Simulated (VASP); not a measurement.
# SnSe (R-3m) in VASP: further runs

The runs below take SnSe through electric field gradients, with PBE.

Program: VASP 6.6.1. These are calculated values, not measurements. Logs are shortened: lines on timing, memory, paths and dates and some standing lists are left out, and cuts for length are marked.

**1. The cell of the first run**

The structure is trigonal, space group R-3m (No. 166). The conventional cell has a = 4.278 Å, b = 4.278 Å, c = 10.323 Å, α = 90.00°, β = 90.00°, γ = 120.00°. Sn (site symmetry -3m) has 6 Se at 3.01 Å within 4.0 Å. Within 4.0 Å of Se (site symmetry -3m) lie 6 Sn at 3.01 Å.

**2. Electric field gradients, PBE (equal xy, yz and zx shear strains of -1 %)**

Input file INCAR:

```
PREC = Accurate
ENCUT = 520
EDIFF = 1E-8
ISMEAR = -1
SIGMA = 0.02
LREAL = False
LASPH = True
NELM = 80
ALGO = Normal
ISIF = 2
LWAVE = False
LCHARG = False
GGA = PE
LEFG = True
NBANDS = 17
```

Input file KPOINTS:

```
regular mesh
0
Gamma
  9 9 9
```

Input file POSCAR:

```
SnSe
1.0
   -0.0301000000      2.9949500000      2.9949500000
    2.9949500000     -0.0301000000      2.9949500000
    2.9949500000      2.9949500000     -0.0301000000
Sn Se
1 1
Direct
    0.0000000000      0.0000000000      0.0000000000
    0.5000000000      0.5000000000      0.5000000000
```

Potentials or basis: VASP PAW PBE potentials, release 64 (Sn_d, Se).

On the command line:

```
$ cat potpaw_PBE.64/Sn_d/POTCAR potpaw_PBE.64/Se/POTCAR > POTCAR
$ mpirun -np 1 vasp_std > vasp.out
```

OUTCAR:

```text
PREC = Accurate
   ENCUT = 520
   EDIFF = 1E-8
   ISMEAR = -1
   LREAL = False
   LASPH = True
   NELM = 80
   ISIF = 2
   GGA = PE

 ion  position               nearest neighbor table
   1  0.000  0.000  0.000-   2 3.01   2 3.01   2 3.01   2 3.01   2 3.01   2 3.01
   2  0.500  0.500  0.500-   1 3.01   1 3.01   1 3.01   1 3.01   1 3.01   1 3.01

  LATTYP: Found a trigonal (rhomboedric) cell.
 ALAT       =     4.2356058616
 COS(alpha) =     0.4899250057

  Lattice vectors:

 A1 = (  -0.0301000000,   2.9949500000,   2.9949500000)
 A2 = (   2.9949500000,  -0.0301000000,   2.9949500000)
 A3 = (   2.9949500000,   2.9949500000,  -0.0301000000)

Analysis of symmetry for initial positions (statically):
=====================================================================
 Subroutine PRICEL returns:
 Original cell was already a primitive cell.

 Routine SETGRP: Setting up the symmetry group for a
 trigonal (rhombohedral) supercell.

 Subroutine GETGRP returns: Found 12 space group operations
 (whereof 12 operations were pure point group operations)
 out of a pool of 12 trial point group operations.

The static configuration has the point symmetry D_3d.

Analysis of symmetry for dynamics (positions and initial velocities):
=====================================================================
 Subroutine PRICEL returns:
 Original cell was already a primitive cell.

 Routine SETGRP: Setting up the symmetry group for a
 trigonal (rhombohedral) supercell.

 Subroutine GETGRP returns: Found 12 space group operations
 (whereof 12 operations were pure point group operations)
 out of a pool of 12 trial point group operations.

The dynamic configuration has the point symmetry D_3d.

 Subroutine INISYM returns: Found 12 space group operations
 (whereof 12 operations are pure point group operations),
 and found     1 'primitive' translations

----------------------------------------------------------------------------------------

                                     Primitive cell

  volume of cell :      54.5377

  direct lattice vectors                    reciprocal lattice vectors
    -0.030100000  2.994950000  2.994950000    -0.164451744  0.166121305  0.166121305
     2.994950000 -0.030100000  2.994950000     0.166121305 -0.164451744  0.166121305
     2.994950000  2.994950000 -0.030100000     0.166121305  0.166121305 -0.164451744

  length of vectors
     4.235605862  4.235605862  4.235605862     0.286769858  0.286769858  0.286769858

  position of ions in fractional coordinates (direct lattice)
     0.000000000  0.000000000  0.000000000
     0.500000000  0.500000000  0.500000000

  ion indices of the primitive-cell ions
   primitive index   ion index
                 1           1
                 2           2

----------------------------------------------------------------------------------------

 KPOINTS: regular mesh

Automatic generation of k-mesh.
 Grid dimensions read from file:
 generate k-points for:    9    9    9

 Generating k-lattice:

  Cartesian coordinates                     Fractional coordinates (reciprocal lattice)
    -0.018272416  0.018457923  0.018457923     0.111111111  0.000000000  0.000000000
     0.018457923 -0.018272416  0.018457923     0.000000000  0.111111111  0.000000000
     0.018457923  0.018457923 -0.018272416     0.000000000  0.000000000  0.111111111

  Length of vectors
     0.031863318  0.031863318  0.031863318

  Shift w.r.t. Gamma in fractional coordinates (k-lattice)
     0.000000000  0.000000000  0.000000000

 Subroutine IBZKPT returns following result:
 ===========================================

 Found     85 irreducible k-points:

 Following reciprocal coordinates:
            Coordinates               Weight
  0.000000  0.000000  0.000000      1.000000
  0.111111  0.000000 -0.000000      6.000000
  0.222222  0.000000  0.000000      6.000000
  0.333333 -0.000000 -0.000000      6.000000
  0.444444  0.000000  0.000000      6.000000
  0.111111  0.111111 -0.000000      6.000000
[... 16 lines left out ...]
 -0.333333  0.333333  0.000000      6.000000
  0.444444  0.444444 -0.000000      6.000000
 [... further k-points ...]
   k-points           NKPTS =     85   k-points in BZ     NKDIM =     85   number of bands    NBANDS=     17
   number of dos      NEDOS =    301   number of ions     NIONS =      2
   total plane-waves  NPLWV =  32768
   dimension x,y,z NGX =    32 NGY =   32 NGZ =   32
   dimension x,y,z NGXF=    64 NGYF=   64 NGZF=   64
   ions per type =               1   1
   NGX,Y,Z   is equivalent  to a cutoff of  12.56, 12.56, 12.56 a.u.
   NGXF,Y,Z  is equivalent  to a cutoff of  25.12, 25.12, 25.12 a.u.
 SYSTEM =  unknown system
   PREC   = accura    normal or accurate (medium, high low for compatibility)
   ISTART =      0    job   : 0-new  1-cont  2-samecut
   ICHARG =      2    charge: 1-file 2-atom 10-const
   ISPIN  =      1    spin polarized calculation?
   LNONCOLLINEAR =      F non collinear calculations
   LSORBIT =      F    spin-orbit coupling
   LASPH  =      T    aspherical Exc in radial PAW
   ENCUT  =  520.0 eV  38.22 Ry    6.18 a.u.   7.88  7.88  7.88*2*pi/ulx,y,z
   NELM   =     80;   NELMIN=  2; NELMDL= -5     # of ELM steps
   EDIFF  = 0.1E-07   stopping-criterion for ELM
   LREAL  =      F    real-space projection
   EDIFFG = 0.1E-06   stopping-criterion for IOM
   NSW    =      0    number of steps for IOM
   IBRION =     -1    ionic relax: 0-MD 1-quasi-New 2-CG
   NFREE  =      0    steps in history (QN), initial steepest desc. (CG)
   ISIF   =      2    stress and relaxation
   ISYM   =      2    0-nonsym 1-usesym 2-fastsym
   POTIM  = 0.5000    time-step for ionic-motion
   TEBEG  =    0.0;   TEEND  =   0.0 temperature during run
   PSTRESS=    0.0 pullay stress
   NELECT =      20.0000    total number of electrons
   NUPDOWN=      -1.0000    fix difference up-down
   EMIN   =  10.00;   EMAX   =-10.00  energy-range for DOS
   EFERMI =   0.00;   METHOD = LEGACY
   ISMEAR =    -1;   SIGMA  =   0.02  broadening in eV -4-tet -1-fermi 0-gaus
   EFERMI_NEDOS =   21; number of points for ismear=-14 and -15
   IALGO  =     38    algorithm
   IMIX   =      4    mixing-type and parameters
     AMIX     =   0.40;   BMIX     =  1.00
     AMIX_MAG =   1.60;   BMIX_MAG =  1.00
  volume/ion in A,a.u.               =      27.27       184.02
  Fermi-wavevector in a.u.,A,eV,Ry     =   1.171797  2.214376 18.682287  1.373109
  Thomas-Fermi vector in A             =   2.308236
   LORBIT       =      0    0 simple, 1 ext, 2 COOP (PROOUT), +10 PAW based schemes
   GGA     = PE    functional components
   LHFCALC =     F    Hartree Fock is set to
   AEXX    =    0.0000 exact exchange contribution
   IVDW    =     0    specifies the selected vdW correction
   LEPSILON=     F    determine dielectric tensor
   LRPA    =     F    only Hartree local field effects (RPA)
 non-spin polarized calculation
  energy-cutoff  :      520.00
  volume of cell :       54.54
 maximum number of plane-waves:      1481
   NGX = 15   NGY = 15   NGZ = 15

 number of electron      20.0000005 magnetization

 Free energy of the ion-electron system (eV)
  ---------------------------------------------------
  ext. energy  EPLUGINS =         0.00000000
  ---------------------------------------------------
  free energy    TOTEN  =        -8.21322355 eV

  energy without entropy =       -8.21322353  energy(sigma->0) =       -8.21322354

 E-fermi :   5.8165     XC(G=0):  -9.5979

 val. band max:        5.5450493980   @ k =  -0.3333   0.1111   0.0000
 cond. band min:       6.0733171441   @ k =   0.4444   0.3333   0.3333
 fundamental gap:      0.5282677461
 Fermi energy:         5.8164967939

 k-point     1 :       0.0000    0.0000    0.0000
  band No.  band energies     occupation
      1     -16.0162      2.00000
      2     -16.0160      2.00000
      3     -16.0160      2.00000
      4     -16.0127      2.00000
      5     -16.0127      2.00000
      6      -8.2736      2.00000
[... 9 lines left out ...]
     16      11.5952      0.00000
     17      13.7475      0.00000

 k-point     2 :       0.1111    0.0000   -0.0000
  band No.  band energies     occupation
      1     -16.0164      2.00000
      2     -16.0161      2.00000
      3     -16.0148      2.00000
      4     -16.0131      2.00000
      5     -16.0119      2.00000
      6      -8.1874      2.00000
[... 9 lines left out ...]
     16      11.8692      0.00000
     17      14.5651      0.00000

 k-point     3 :       0.2222    0.0000    0.0000
  band No.  band energies     occupation
      1     -16.0183      2.00000
      2     -16.0173      2.00000
      3     -16.0139      2.00000
      4     -16.0105      2.00000
      5     -16.0088      2.00000
      6      -7.9494      2.00000
[... 9 lines left out ...]
     16      12.6400      0.00000
     17      16.3498      0.00000

 k-point     4 :       0.3333   -0.0000   -0.0000
  band No.  band energies     occupation
      1     -16.0209      2.00000
      2     -16.0195      2.00000
      3     -16.0133      2.00000
      4     -16.0061      2.00000
      5     -16.0048      2.00000
      6      -7.6319      2.00000
[... 9 lines left out ...]
     16      13.8347      0.00000
     17      17.3953      0.00000

 k-point     5 :       0.4444    0.0000    0.0000
  band No.  band energies     occupation
      1     -16.0227      2.00000
      2     -16.0210      2.00000
      3     -16.0128      2.00000
      4     -16.0033      2.00000
      5     -16.0022      2.00000
      6      -7.3847      2.00000
[... 9 lines left out ...]
     16      15.3351      0.00000
     17      16.0785      0.00000

 k-point     6 :       0.1111    0.1111   -0.0000
  band No.  band energies     occupation
      1     -16.0171      2.00000
      2     -16.0154      2.00000
      3     -16.0142      2.00000
      4     -16.0135      2.00000
      5     -16.0117      2.00000
      6      -8.1579      2.00000
[... 9 lines left out ...]
     16      12.3606      0.00000
     17      13.9070      0.00000
[... 281 lines left out ...]
 k-point    21 :       0.4444    0.3333   -0.0000
  band No.  band energies     occupation
      1     -16.0359      2.00000
      2     -16.0201      2.00000
      3     -16.0082      2.00000
      4     -16.0007      2.00000
      5     -16.0005      2.00000
      6      -7.2216      2.00000
[... 9 lines left out ...]
     16      16.7403      0.00000
     17      17.2822      0.00000

 k-point    22 :      -0.4444    0.3333   -0.0000
  band No.  band energies     occupation
      1     -16.0350      2.00000
      2     -16.0168      2.00000
      3     -16.0103      2.00000
      4     -16.0016      2.00000
      5     -16.0006      2.00000
      6      -7.0973      2.00000
[... 9 lines left out ...]
     16      16.0244      0.00000
     17      17.8083      0.00000

 k-point    23 :      -0.3333    0.3333    0.0000
  band No.  band energies     occupation
      1     -16.0308      2.00000
      2     -16.0134      2.00000
      3     -16.0117      2.00000
      4     -16.0048      2.00000
      5     -16.0027      2.00000
      6      -7.1224      2.00000
[... 9 lines left out ...]
     16      14.7165      0.00000
     17      17.1057      0.00000

 k-point    24 :       0.4444    0.4444   -0.0000
  band No.  band energies     occupation
      1     -16.0404      2.00000
      2     -16.0220      2.00000
      3     -16.0060      2.00000
      4     -15.9992      2.00000
      5     -15.9982      2.00000
      6      -7.1100      2.00000
[... 9 lines left out ...]
     16      17.2424      0.00000
     17      18.1234      0.00000

 [... further k-points ...]
[... 5 lines left out ...]
  --------------------------------------------------------------------------------------
  -------------------------------------------------------------------------------------
  Total        0.3512495      0.3512495      0.3512495      0.0616788      0.0616788      0.0616788
  in kB       10.3188085     10.3188085     10.3188085      1.8119638      1.8119638      1.8119638
  external PRESSURE =      10.3188085 kB  Pullay stress =       0.0000000 kB

 VOLUME and BASIS-vectors are now :
 -----------------------------------------------------------------------------
  energy-cutoff  :      520.00
  volume of cell :       54.54
      direct lattice vectors                 reciprocal lattice vectors
    -0.030100000  2.994950000  2.994950000    -0.164451744  0.166121305  0.166121305
     2.994950000 -0.030100000  2.994950000     0.166121305 -0.164451744  0.166121305
     2.994950000  2.994950000 -0.030100000     0.166121305  0.166121305 -0.164451744

 POSITION                                       TOTAL-FORCE (eV/Angst)
 -----------------------------------------------------------------------------------
      0.00000      0.00000      0.00000         0.000000      0.000000      0.000000
      2.97990      2.97990      2.97990        -0.000000      0.000000     -0.000000
 -----------------------------------------------------------------------------------
    total drift:                                0.000000     -0.000000     -0.000000

  FREE ENERGIE OF THE ION-ELECTRON SYSTEM (eV)
  ---------------------------------------------------
  free  energy   TOTEN  =        -8.2132235539 eV

  energy  without entropy=       -8.2132235263  energy(sigma->0) =       -8.21322354

 Electric field gradients (V/A^2)
---------------------------------------------------------------------
 ion       V_xx      V_yy      V_zz      V_xy      V_xz      V_yz
---------------------------------------------------------------------
   1      -0.000    -0.000    -0.000     0.111     0.111     0.111
   2       0.000    -0.000    -0.000    -3.373    -3.373    -3.373
---------------------------------------------------------------------

 Electric field gradients after diagonalization (V/A^2)
 (convention: |V_zz| > |V_xx| > |V_yy|)
----------------------------------------------------------------------
 ion       V_xx      V_yy      V_zz     asymmetry (V_yy - V_xx)/ V_zz
----------------------------------------------------------------------
   1      -0.111    -0.111     0.221       0.000
   2       3.373     3.373    -6.745       0.000
----------------------------------------------------------------------

           NMR quadrupolar parameters

 Cq : quadrupolar parameter    Cq=e*Q*V_zz/h
 eta: asymmetry parameters     (V_yy - V_xx)/ V_zz
 Q  : nuclear electric quadrupole moment in mb (millibarn)
----------------------------------------------------------------------
 ion       Cq(MHz)       eta       Q (mb)
----------------------------------------------------------------------
   1       0.001       0.000       1.000
   2      -0.016       0.000       1.000
----------------------------------------------------------------------
```

Wall time 60 s (1 thread of Intel Xeon Platinum 8488C (Sapphire Rapids), shared host); peak memory 0.22 GiB.

What came out:

* Free energy: -8.2132 eV
* Pressure: 1.0 GPa
* Band gap on the k mesh: 0.53 eV, indirect (least direct gap 0.61 eV)

Levels at points of the mesh, in eV from the valence-band top:
```csv
k point,band 8,band 9,band 10,band 11,band 12,band 13
"(0.00, 0.00, 0.00)",-2.18,-2.18,-2.06,4.34,4.37,4.37
```

Electric field gradients, principal values (V/Å²):
```tsv
atom	least	middle	greatest (by size)
1 Sn	-0.111	-0.111	0.221
2 Se	3.373	3.373	-6.745
```

Caveat: the cell differs from its parent crystal (equal xy, yz and zx shear strains of -1 %); without QUAD_EFG the Cq values of the log hold for a quadrupole moment of 1 mb, not for the nuclei; spin-orbit coupling is left out, which moves the levels of the heavy elements. A k mesh can miss the band edges.

(Part 1 of 2 ends here.)
